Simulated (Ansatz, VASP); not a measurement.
## Two plane-wave programs on ZnO

```
Zn O
1.0
     3.18737    0.00000    0.00000
    -1.59369    2.76034    0.00000
     0.00000    0.00000    5.15279
Zn O
2 2
Cartesian
  0.0000 1.8402 0.0118
  1.5937 0.9201 2.5882
  0.0000 1.8402 1.9618
  1.5937 0.9201 4.5381
```

Alike in both runs: functional LDA; k mesh 9 × 9 × 6; occupations gaussian, width 0.02 eV; no spin polarisation.

Ansatz relaxed the structure, and its values are those at the end. VASP's run is a single point on that final structure, the one shown.

|  | VASP | Ansatz |
| --- | --- | --- |
| version | VASP 6.6.1 | Ansatz 0.2.0 |
| potentials or method | VASP PAW LDA potentials, release 64 (Zn, O), cutoff 520 eV | scalar-relativistic, plane waves, PAW |
| valence electrons in the cell | 36 | 36 |

Ansatz gave:

* gap on the k mesh at the Fermi level (eV): 0.79
* least direct gap on the mesh (eV): 0.79
* pressure (GPa): 0.0

**Question.** What did VASP give for the same quantities?

**Answer.** gap on the k mesh at the Fermi level (eV): 0.81; least direct gap on the mesh (eV): 0.81; pressure (GPa): 1.1.

Ansatz warns that its potentials were made for another functional, while VASP's fit it. LDA's correlation is that of Perdew and Zunger in VASP and of Perdew and Wang (1992) in Ansatz.
